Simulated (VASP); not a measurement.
# Pb: single point with PBE+D3(BJ)

Crystal: Pb.

```
Pb
1.0
     0.00000    2.55958    2.55958
     2.55958    0.00000    2.55958
     2.55958    2.55958    0.00000
Pb
1
Cartesian
  0.0000 0.0000 0.0000
```

* Program: VASP 6.6.1
* Task: single point
* Functional: PBE
* Dispersion: D3(BJ)
* Potentials or basis: VASP PAW PBE potentials, release 64 (Pb_d)
* Cutoff: 520 eV
* k mesh: 14 × 14 × 14
* Occupations: gaussian, width 0.1 eV
* Spin: no spin polarisation

The pressure is -3.3 GPa and the band gap on the k mesh is zero (bands 7 and 8 overlap by 8.00 eV). The dispersion energy per atom is -0.370 eV.

Levels at points of the mesh, in eV from the Fermi level:
```csv
k point,band 5,band 6,band 7,band 8,band 9,band 10
"(0.00, 0.00, 0.00)",-16.91,-11.11,6.65,6.65,6.65,9.69
"(0.50, 0.00, 0.00)",-16.81,-8.04,-3.72,5.04,5.04,8.62
"(0.50, 0.50, 0.00)",-16.78,-6.86,-2.88,1.94,1.94,5.11
```

Run time: 52 s on 1 thread of Intel Xeon 8259CL, with other jobs on the host, peak memory 0.19 GiB.

Caveat: the cell stands under tension; spin-orbit coupling is left out, which moves the levels of the heavy elements.
